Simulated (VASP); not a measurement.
AlN: single point with PBE

AlN:

```xyz
8
Lattice="-1.6567 2.8696 0.0000 0.0000 0.0000 4.1875 4.9702 2.8696 0.0000" Properties=species:S:1:pos:R:3 pbc="T T T"
Al   -0.1260    2.5430    3.1406
Al    3.3135    1.9130    3.1406
Al    1.6567    0.9565    1.0469
Al    3.3135    3.8261    1.0469
N     0.0000    1.9130    1.0469
N     3.3135    1.9130    1.0469
N     1.6567    0.9565    3.1406
N     3.3135    3.8261    3.1406
```

This cell differs from its parent crystal: atom 1 (Al) moved by -0.126 Å along [1 0 0] and +0.630 Å along [1 2 0].

```json
{
 "Program": "VASP 6.6.1",
 "Task": "single point",
 "Functional": "PBE",
 "Potentials or basis": "VASP PAW PBE potentials, release 64 (Al, N)",
 "Cutoff": "520 eV",
 "k mesh": "8 × 6 × 4",
 "Occupations": "gaussian, width 0.05 eV",
 "Spin": "no spin polarisation",
 "Dipole correction": "no",
 "Further INCAR settings": "ALGO = Normal; EDIFF = 1e-06; NBANDS = 26"
}
```

```
Pressure               : 31.6 GPa
Largest force          : 43.696 eV/Å
Band gap on the k mesh : 2.94 eV, direct
```

Forces in eV/Å, atoms in the order of the input:
```
Al   -4.145 -43.499   0.000
Al    0.423   0.649   0.000
Al   -0.171   1.637   0.000
Al    0.319  -0.021   0.000
N     0.103   1.565   0.000
N    -0.500  -0.285   0.000
N     3.861  38.951   0.000
N     0.110   1.003   0.000
```

Stress tensor (GPa, compression positive):
```
-3.05 10.38  0.00
10.38 95.84  0.00
 0.00  0.00  1.96
```

Levels at points of the mesh, in eV from the valence-band top:
| k point | band 14 | band 15 | band 16 | band 17 | band 18 | band 19 |
| --- | --- | --- | --- | --- | --- | --- |
| (0.00, 0.00, 0.00) | -1.48 | -1.02 | 0.00 | 2.94 | 3.67 | 4.41 |
| (0.50, 0.00, 0.00) | -2.25 | -2.10 | -1.57 | 5.29 | 5.72 | 6.10 |
| (0.00, 0.50, 0.00) | -2.00 | -1.75 | -1.27 | 4.91 | 5.10 | 5.39 |
| (0.50, 0.50, 0.00) | -0.98 | -0.57 | -0.54 | 5.10 | 6.07 | 6.23 |
| (0.00, 0.00, 0.50) | -1.45 | -0.98 | -0.65 | 4.44 | 4.59 | 5.53 |
| (0.50, 0.00, 0.50) | -2.34 | -1.64 | -0.85 | 3.89 | 4.07 | 6.27 |
| (0.00, 0.50, 0.50) | -2.20 | -1.46 | -1.22 | 5.02 | 5.33 | 5.41 |
| (0.50, 0.50, 0.50) | -1.39 | -1.26 | -1.23 | 4.62 | 4.99 | 5.12 |

It took 3 min on 1 thread of Intel(R) Xeon(R) Platinum 8259CL CPU @ 2.50GHz (Skylake/Cascade Lake), with other jobs on the host, peak memory 0.25 GiB.

Caveat: the cell differs from its parent crystal (atom 1 (Al) moved by -0.126 Å along [1 0 0] and +0.630 Å along [1 2 0]); forces of over 1 eV/Å act on the atoms, so gaps and moduli don't describe the material at rest.
